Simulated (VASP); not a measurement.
Here is a VASP 6.6.1 calculation.

INCAR

```
SYSTEM = SnS2
  PREC = Accurate
  ENCUT = 500
  EDIFF = 1E-6
  ISMEAR = 0
  SIGMA = 0.01
  LREAL = .FALSE.
  LASPH = .TRUE.
  NELM = 120
  ALGO = Normal
  ISIF = 2
  LWAVE = .FALSE.
  LCHARG = .FALSE.
  GGA = PE
  NBANDS = 20
  GGA_COMPAT = .FALSE.
```

The input KPOINTS:

```
Automatic mesh
0
G
  6 6 4
  0 0 0
```

The input POSCAR:

```
SnS2
1.0
    3.5898182954      0.0000000000      0.0000000000
   -1.7949091477      3.1088773464      0.0000000000
    0.0000000000      0.0000000000      5.7886929809
Sn S
1 2
Direct
    0.0000000000      0.0000000000      0.0000000000
    0.3333333333      0.6666666667      0.2500000000
    0.6666666667      0.3333333333      0.7500000000
```

Potentials or basis: VASP PAW PBE potentials, release 64 (Sn_d, S).

Launch:

```console
$ cat potpaw_PBE.64/Sn_d/POTCAR potpaw_PBE.64/S/POTCAR > POTCAR
$ mpirun -np 1 vasp_std > vasp.out
```

Task: Predict the band gap on the k mesh.

Result: 1.56 eV (least direct gap 2.05 eV).

Task: What does it give for the pressure?

Result: 8.3 GPa.

Stress tensor (GPa, compression positive):
```
8.54 0.00 0.00
0.00 8.54 0.00
0.00 0.00 7.70
```

Caveat: the cell stands under pressure; spin-orbit coupling is left out, which moves the levels of the heavy elements; this functional lacks dispersion, which binds layers or chains, so the pressure and a relaxed spacing across them are unreliable. A k mesh can miss the band edges.
